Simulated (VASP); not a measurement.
# CdF2 (I4/mmm) in VASP: further runs, part 2 of 2

VASP 6.6.1. The steps go on from the part before.

### Step 4. Single point, PBEsol (11.45 Å³/atom)

This run uses another cell than the first one, of 11.45 Å³/atom.

INCAR reads:

```
PREC     = Accurate       # precision mode
ENCUT    = 520            # plane-wave cutoff, eV
EDIFF    = 1E-6           # SCF threshold, eV
ISMEAR   = 0              # smearing method
SIGMA    = 0.05           # smearing width, eV
LREAL    = F              # projectors in reciprocal space
LASPH    = T              # aspherical terms in the spheres
NELM     = 60             # most SCF steps
ALGO     = Normal         # electronic algorithm
ISIF     = 2              # what is computed and relaxed
LWAVE    = F              # write WAVECAR
LCHARG   = F              # write CHGCAR
GGA      = PS             # functional
NBANDS   = 20             # bands
```

KPOINTS reads:

```
regular mesh
0
Gamma
  8 8 8
```

POSCAR reads:

```
CdF2
1.0
    0.0000000000      2.6496047878      2.4455852191
    2.6496047878      0.0000000000      2.4455852191
    2.6496047878      2.6496047878      0.0000000000
Cd F
1 2
Direct
    0.0000000000      0.0000000000      0.0000000000
    0.2500000000      0.2500000000      0.2500000000
    0.7500000000      0.7500000000      0.7500000000
```

Potentials or basis: VASP PAW PBE potentials, release 64 (Cd, F).

Started as:

```sh
$ cat potpaw_PBE.64/Cd/POTCAR potpaw_PBE.64/F/POTCAR > POTCAR
$ mpirun -np 1 vasp_std > vasp.out
```

OUTCAR:

```text
PREC = Accurate
   ENCUT = 520
   EDIFF = 1E-6
   ISMEAR = 0
   LREAL = F
   LASPH = T
   NELM = 60
   ISIF = 2
   GGA = PS

 ion  position               nearest neighbor table
   1  0.000  0.000  0.000-   2 2.24   3 2.24   3 2.24   3 2.24   3 2.24   2 2.24   2 2.24   2 2.24

   2  0.250  0.250  0.250-   1 2.24   1 2.24   1 2.24   1 2.24
   3  0.750  0.750  0.750-   1 2.24   1 2.24   1 2.24   1 2.24

  LATTYP: Found a body centered tetragonal cell.
 ALAT       =     3.7471070258
 C/A-ratio  =     1.3053191180

  Lattice vectors:

 A1 = (   0.0000000000,  -2.6496047878,  -2.4455852191)
 A2 = (   0.0000000000,   2.6496047878,  -2.4455852191)
 A3 = (   2.6496047878,   0.0000000000,   2.4455852191)

Analysis of symmetry for initial positions (statically):
=====================================================================
 Subroutine PRICEL returns:
 Original cell was already a primitive cell.

 Routine SETGRP: Setting up the symmetry group for a
 body centered tetragonal supercell.

 Subroutine GETGRP returns: Found 16 space group operations
 (whereof 16 operations were pure point group operations)
[... 159 lines left out ...]
  ---------------------------------------------------
  ext. energy  EPLUGINS =         0.00000000
  ---------------------------------------------------
  free energy    TOTEN  =       -11.24846893 eV

  energy without entropy =      -11.24846893  energy(sigma->0) =      -11.24846893

 E-fermi :   0.1023     XC(G=0): -11.4575

 val. band max:       -0.2256854767   @ k =  -0.1250   0.5000   0.3750
 cond. band min:       2.9432241476   @ k =   0.0000   0.0000   0.0000
 fundamental gap:      3.1689096243
 Fermi energy:         0.1023012210

 k-point     1 :       0.0000    0.0000    0.0000
  band No.  band energies     occupation
      1     -21.8959      2.00000
      2     -20.2891      2.00000
      3      -6.5459      2.00000
      4      -6.5357      2.00000
      5      -6.5357      2.00000
      6      -4.7076      2.00000
[... 541 lines left out ...]
     19      19.8867      0.00000
     20      21.4936      0.00000

 [... further k-points ...]
[... 5 lines left out ...]
  --------------------------------------------------------------------------------------
  -------------------------------------------------------------------------------------
  Total        3.6578005      3.6578005      5.7914660      0.0000000     -0.0000000      0.0000000
  in kB      170.6693778    170.6693778    270.2241126      0.0000000     -0.0000000      0.0000000
  external PRESSURE =     203.8542894 kB  Pullay stress =       0.0000000 kB

 VOLUME and BASIS-vectors are now :
 -----------------------------------------------------------------------------
  energy-cutoff  :      520.00
  volume of cell :       34.34
      direct lattice vectors                 reciprocal lattice vectors
     0.000000000  2.649604788  2.445585219    -0.188707388  0.188707388  0.204450042
     2.649604788  0.000000000  2.445585219     0.188707388 -0.188707388  0.204450042
     2.649604788  2.649604788  0.000000000     0.188707388  0.188707388 -0.204450042

 POSITION                                       TOTAL-FORCE (eV/Angst)
 -----------------------------------------------------------------------------------
      0.00000      0.00000      0.00000        -0.000000      0.000000      0.000000
      1.32480      1.32480      1.22279        -0.000000      0.000000      0.000000
      3.97441      3.97441      3.66838         0.000000     -0.000000     -0.000000
 -----------------------------------------------------------------------------------
    total drift:                                0.000000      0.000000      0.000000

  FREE ENERGIE OF THE ION-ELECTRON SYSTEM (eV)
  ---------------------------------------------------
  free  energy   TOTEN  =       -11.2484689319 eV

  energy  without entropy=      -11.2484689319  energy(sigma->0) =      -11.24846893
```

OSZICAR:

```text
N       E                     dE             d eps       ncg     rms          rms(c)
DAV:   1     0.198942051227E+03    0.19894E+03   -0.15900E+04  2480   0.135E+03
DAV:   2    -0.431419568167E+01   -0.20326E+03   -0.19424E+03  2564   0.350E+02
DAV:   3    -0.125499067919E+02   -0.82357E+01   -0.82149E+01  2700   0.771E+01
DAV:   4    -0.125846281776E+02   -0.34721E-01   -0.34720E-01  2600   0.511E+00
DAV:   5    -0.125847436599E+02   -0.11548E-03   -0.11548E-03  2676   0.265E-01    0.121E+01
DAV:   6    -0.112367260359E+02    0.13480E+01   -0.29377E+00  3004   0.321E+01    0.926E+00
DAV:   7    -0.112622486487E+02   -0.25523E-01   -0.67245E-01  2468   0.748E+00    0.537E+00
DAV:   8    -0.112548562484E+02    0.73924E-02   -0.10109E-01  2476   0.336E+00    0.580E-01
DAV:   9    -0.112478831381E+02    0.69731E-02   -0.24744E-02  3004   0.239E+00    0.760E-02
DAV:  10    -0.112484016652E+02   -0.51853E-03   -0.26854E-03  2444   0.472E-01    0.882E-02
DAV:  11    -0.112484594207E+02   -0.57756E-04   -0.56830E-05  2612   0.648E-02    0.274E-02
DAV:  12    -0.112484673228E+02   -0.79021E-05   -0.15116E-05  2528   0.377E-02    0.160E-02
DAV:  13    -0.112484690230E+02   -0.17002E-05   -0.66698E-06  2524   0.205E-02    0.234E-03
DAV:  14    -0.112484689319E+02    0.91110E-07   -0.25571E-07  1756   0.510E-03
   1 F= -.11248469E+02 E0= -.11248469E+02  d E =-.476663E-22
```

stdout:

```text
POSCAR found type information on POSCAR CdF
 POSCAR found :  2 types and       3 ions
 scaLAPACK will be used
 -----------------------------------------------------------------------------
|                                                                             |
|                                                                             |
|     You enforced a specific xc type in the INCAR file but a different       |
|     I HOPE YOU KNOW WHAT YOU ARE DOING!                                     |
|                                                                             |
 -----------------------------------------------------------------------------

 LDA part: xc-table for (Slater+PW92), standard interpolation
 POSCAR, INCAR and KPOINTS ok, starting setup
 FFT: planning ... GRIDC
 FFT: planning ... GRID_SOFT
 FFT: planning ... GRID
 WAVECAR not read
 entering main loop
```

It took 33 s on 1 thread of Intel Xeon Platinum 8259CL at 2.50GHz (Skylake/Cascade Lake), shared host; peak memory 0.18 GiB.

Results:

| Property | Result |
| --- | --- |
| Free energy | -11.2485 eV |
| Pressure | 20.4 GPa |
| Band gap on the k mesh | 3.17 eV (least direct gap 3.50 eV) |

Stress tensor (GPa, compression positive):
```
17.07  0.00  0.00
 0.00 17.07  0.00
 0.00  0.00 27.02
```

Caveat: the stress differs along the axes, from 17 to 27 GPa; the PAW data sets were made with another functional, which shifts forces and pressure a little.

### Step 5. Single point, PBEsol (11.45 Å³/atom)

This run uses another cell than the first one, of 11.45 Å³/atom.

INCAR reads:

```
SYSTEM = CdF2
ALGO = Normal ; EDIFF = 1E-6
ENCUT = 520 ; GGA = PS
ISIF = 2 ; ISMEAR = 0
LASPH = .TRUE. ; LCHARG = .FALSE.
LREAL = .FALSE. ; LWAVE = .FALSE.
NBANDS = 20 ; NELM = 100
PREC = Accurate ; SIGMA = 0.05
```

KPOINTS reads:

```
k-points
0
G
  8 8 8
  0 0 0
```

POSCAR reads:

```
CdF2
1.0
    0.0000000000      2.6144824844      2.5117333228
    2.6144824844      0.0000000000      2.5117333228
    2.6144824844      2.6144824844      0.0000000000
Cd F
1 2
Direct
    0.0000000000      0.0000000000      0.0000000000
    0.2500000000      0.2500000000      0.2500000000
    0.7500000000      0.7500000000      0.7500000000
```

Started as:

```sh
$ cat potpaw_PBE.64/Cd/POTCAR potpaw_PBE.64/F/POTCAR > POTCAR
$ mpirun -np 1 vasp_std > vasp.out
```

Run time: 33 s. Hardware: 1 thread of Intel Xeon Platinum 8259CL at 2.50GHz (Skylake/Cascade Lake), shared host; peak memory 0.18 GiB.

The run converged. Its results:

| Property | Result |
| --- | --- |
| Free energy | -11.2903 eV |
| Pressure | 20.5 GPa |
| Band gap on the k mesh | 3.30 eV (least direct gap 3.58 eV) |

Stress tensor (GPa, compression positive):
```
18.91  0.00  0.00
 0.00 18.91  0.00
 0.00  0.00 23.68
```

Levels at points of the mesh, in eV from the valence-band top:
```
           k point  band 10  band 11  band 12  band 13  band 14  band 15  band 16  band 17
(0.00, 0.00, 0.00)    -1.13    -0.42    -0.28    -0.28     3.30    12.98    13.05    13.05
(0.50, 0.00, 0.00)    -2.52    -2.41    -0.31    -0.30     8.01     9.27    15.24    15.61
(0.50, 0.50, 0.00)    -3.17    -0.64    -0.16    -0.16     8.78    10.07    11.95    15.10
(0.50, 0.00, 0.50)    -3.29    -0.92    -0.17    -0.05     8.94    10.17    11.85    15.06
```

Caveat: the cell stands under pressure; the PAW data sets were made with another functional, which shifts forces and pressure a little. Expect the measured gap to be larger: semilocal functionals such as PBEsol lack the derivative discontinuity.

### Step 6. Single point, PBEsol (11.45 Å³/atom)

This run uses another cell than the first one, of 11.45 Å³/atom.

INCAR reads:

```
SYSTEM = CdF2
  PREC = Accurate
  ENCUT = 520
  EDIFF = 1E-6
  ISMEAR = 0
  SIGMA = 0.05
  LREAL = .FALSE.
  LASPH = .TRUE.
  NELM = 80
  ALGO = Normal
  ISIF = 2
  LWAVE = .FALSE.
  LCHARG = .FALSE.
  GGA = PS
  NBANDS = 20
```

KPOINTS reads:

```
Automatic mesh
0
G
  8 8 8
  0 0 0
```

POSCAR reads:

```
CdF2
1.0
    0.0000000000      2.6320422130      2.4783309478
    2.6320422130      0.0000000000      2.4783309478
    2.6320422130      2.6320422130      0.0000000000
Cd F
1 2
Direct
    0.0000000000      0.0000000000      0.0000000000
    0.2500000000      0.2500000000      0.2500000000
    0.7500000000      0.7500000000      0.7500000000
```

Potentials or basis: VASP PAW PBE potentials, release 64 (Cd, F).

Started as:

```sh
$ cat potpaw_PBE.64/Cd/POTCAR potpaw_PBE.64/F/POTCAR > POTCAR
$ mpirun -np 1 vasp_std > vasp.out
```

It took 33 s on 1 thread of Intel Xeon Platinum 8259CL at 2.50GHz (Skylake/Cascade Lake), shared host; peak memory 0.18 GiB.

It converged, with:

```
Free energy            : -11.2730 eV
Pressure               : 20.4 GPa
Band gap on the k mesh : 3.25 eV (least direct gap 3.55 eV)
```

Stress tensor (GPa, compression positive):
```
18.01  0.00  0.00
 0.00 18.01  0.00
 0.00  0.00 25.32
```

Levels at points of the mesh, in eV from the valence-band top:
```csv
k point,band 9,band 10,band 11,band 12,band 13,band 14,band 15,band 16,band 17,band 18
"(0.00, 0.00, 0.00)",-1.63,-1.01,-0.51,-0.29,-0.29,3.25,12.94,13.04,13.04,18.48
"(0.50, 0.00, 0.00)",-3.03,-2.57,-2.40,-0.35,-0.34,7.97,9.21,15.12,15.68,18.44
"(0.50, 0.50, 0.00)",-3.84,-3.16,-0.56,-0.20,-0.20,8.65,10.01,11.99,14.99,14.99
"(0.50, 0.00, 0.50)",-3.68,-3.33,-0.97,-0.21,-0.02,8.91,10.12,11.82,14.94,15.69
```

Caveat: the stress differs along the axes, from 18 to 25 GPa; the PAW data sets were made with another functional, which shifts forces and pressure a little.

### Step 7. Summary

```csv
cell,gap on the mesh (eV),pressure (GPa)
"a = 3.560, b = 3.560, c = 3.665 Å, angles 59.0, 59.0, 62.0°, 3 atoms",3.42,30.8
"a = 3.703, b = 3.703, c = 3.552 Å, angles 61.3, 61.3, 57.3°, 3 atoms",3.21,20.3
"a = 3.606, b = 3.606, c = 3.747 Å, angles 58.7, 58.7, 62.6°, 3 atoms",3.17,20.4
"a = 3.626, b = 3.626, c = 3.697 Å, angles 59.3, 59.3, 61.3°, 3 atoms",3.30,20.5
"a = 3.615, b = 3.615, c = 3.722 Å, angles 59.0, 59.0, 62.0°, 3 atoms",3.25,20.4
```

Alike in all rows: task single point; level PBEsol; potentials or basis VASP PAW PBE potentials, release 64 (Cd, F); no spin polarisation; k mesh 8 × 8 × 8; cutoff (eV) 520; smearing gaussian 0.05 eV.

Caveats: the PAW data sets were made with another functional, which shifts forces and pressure a little; the stress differs along the axes, from 28 to 36 GPa (at least some runs); the stress differs along the axes, from 14 to 23 GPa (at least some runs); the stress differs along the axes, from 17 to 27 GPa (at least some runs); the cell stands under pressure (at least some runs); the stress differs along the axes, from 18 to 25 GPa (at least some runs).

Absolute energies hang on the potentials; compare differences alone.
